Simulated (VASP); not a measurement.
A run of VASP 6.6.1 is set up as follows.

File INCAR:

```
SYSTEM = Ta
PREC     = Accurate       ! precision mode
ENCUT    = 520            ! plane-wave cutoff, eV
EDIFF    = 1E-6           ! SCF threshold, eV
ISMEAR   = 0              ! smearing method
SIGMA    = 0.15           ! smearing width, eV
LREAL    = .False.        ! projectors in reciprocal space
LASPH    = .True.         ! aspherical terms in the spheres
NELM     = 80             ! most SCF steps
ALGO     = Fast           ! electronic algorithm
ISIF     = 2              ! what is computed and relaxed
LWAVE    = .False.        ! write WAVECAR
LCHARG   = .False.        ! write CHGCAR
GGA      = PS             ! functional
NBANDS   = 18             ! bands
```

The input KPOINTS:

```
Automatic mesh
0
Gamma
  24 24 12
  0 0 0
```

The input POSCAR:

```
Ta
1.0
    2.8669354486      0.0645060476      0.0000000000
   -1.3776038484      2.4505859057      0.0000000000
    0.0000000000      0.0000000000      5.0914149207
Ta
2
Direct
    0.6666666667      0.3333333333      0.7500000000
    0.3333333333      0.6666666667      0.2500000000
```

Potentials or basis: VASP PAW PBE potentials, release 64 (Ta_pv).

The run is started by

```console
$ cat potpaw_PBE.64/Ta_pv/POTCAR > POTCAR
$ mpirun -np 1 vasp_std > vasp.out
```

Q: What does it give for the largest force?

A: 0.226 eV/Å.

Q: What does it give for the pressure?

A: 0.2 GPa.

Q: Estimate the band gap on the k mesh.

A: Zero (bands 11 and 12 overlap by 2.64 eV).

Forces in eV/Å, atoms in the order of the input:
```
Ta   0.226 -0.005  0.000
Ta  -0.226  0.005  0.000
```

Caveat: the cell differs from its parent crystal (strain +0.0450 x Voigt [0, 0, 0, 0, 0, 1]); the PAW data sets were made with another functional, which shifts forces and pressure a little; spin-orbit coupling is left out, which moves the levels of the heavy elements.
